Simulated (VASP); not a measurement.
Here is a VASP 6.6.1 calculation.

File POSCAR:

```
Ba
1.0
   -2.5000000000      2.5000000000      2.5000000000
    2.5000000000     -2.5000000000      2.5000000000
    2.5000000000      2.5000000000     -2.5000000000
Ba
1
Direct
    0.0000000000      0.0000000000      0.0000000000
```

The input INCAR.step1:

```
ALGO = Normal ; EDIFF = 1E-4
ENCUT = 520 ; GGA = PE
ISMEAR = -1 ; LASPH = T
LCHARG = F ; LREAL = F
LWAVE = T ; NBANDS = 11
NELM = 100 ; PREC = Accurate
SIGMA = 0.05
```

File INCAR.step2:

```
ALGO = Normal ; EDIFF = 1E-8
ENCUT = 520 ; ISIF = 2
ISMEAR = -1 ; ISTART = 1
LASPH = T ; LCHARG = F
LEFG = T ; LMIXTAU = T
LREAL = F ; LWAVE = F
METAGGA = R2SCAN ; NBANDS = 11
NELM = 100 ; PREC = Accurate
SIGMA = 0.05
```

KPOINTS

```
k-points
0
Gamma
  10 10 10
```

Potentials or basis: VASP PAW PBE potentials, release 64 (Ba_sv).

The run is started by

```sh
$ cat potpaw_PBE.64/Ba_sv/POTCAR > POTCAR
$ cp INCAR.step1 INCAR
$ mpirun -np 1 vasp_std > vasp.out
$ cp INCAR.step2 INCAR
$ mpirun -np 1 vasp_std > vasp.out
```

(1) Estimate the pressure.

(2) What does it give for the band gap on the k mesh?

Results:

(1) 0.4 GPa.

(2) zero (bands 5 and 6 overlap by 1.02 eV).

Caveat: the PAW data sets were made with another functional, which shifts forces and pressure a little; spin-orbit coupling is left out, which moves the levels of the heavy elements.
